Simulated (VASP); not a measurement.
Ni: electric field gradients with LDA

Crystal: Ni.

```
Ni
1.0
     0.00000    1.76204    1.76204
     1.76204    0.00000    1.76204
     1.76204    1.76204    0.00000
Ni
1
Direct
  0.00000 0.00000 0.00000
```

```yaml
Program: VASP 6.6.1
Task: electric field gradients
Functional: LDA
Potentials_or_basis: VASP PAW LDA potentials, release 64 (Ni)
Cutoff: 520 eV
k_mesh: 20 × 20 × 20
Occupations: fermi-dirac, width 0.05 eV
Spin: collinear spin, ferromagnetic start
Starting_moments: "[1.5] μB"
Dipole_correction: no
Further_INCAR_settings: ALGO = Normal; EDIFF = 1e-08; NBANDS = 15
```

The pressure is -17.7 GPa and the net moment is 0.61 μB per cell. The site moments are Ni +0.61 μB. The largest electric field gradient by atom is under 0.05 V/Å² on every atom. The valence electrons inside the program's atomic spheres are Ni 9.31.

Levels at points of the mesh, in eV from the Fermi level:
Spin up:
```tsv
k point	band 3	band 4	band 5	band 6	band 7	band 8
(0.00, 0.00, 0.00)	-2.33	-2.33	-1.19	-1.19	23.74	27.45
(0.50, 0.00, 0.00)	-2.33	-0.51	-0.51	-0.24	5.68	22.27
(0.50, 0.50, 0.00)	-0.48	-0.36	-0.36	2.46	9.23	14.72
```
Spin down:
```
           k point  band 2  band 3  band 4  band 5  band 6  band 7  band 8  band 9
(0.00, 0.00, 0.00)   -1.71   -1.71   -1.71   -0.62   -0.62   23.72   27.50   27.50
(0.50, 0.00, 0.00)   -1.77   -1.77   -0.21    0.15    0.15    6.06   22.24   24.58
(0.50, 0.50, 0.00)   -3.58    0.12    0.35    0.35    2.50    9.50   14.79   14.79
```

Wall time 62 s on 1 thread of Intel(R) Xeon(R) Platinum 8488C (Sapphire Rapids), on a shared host, peak memory 0.17 GiB.

Caveat: the cell stands under tension.
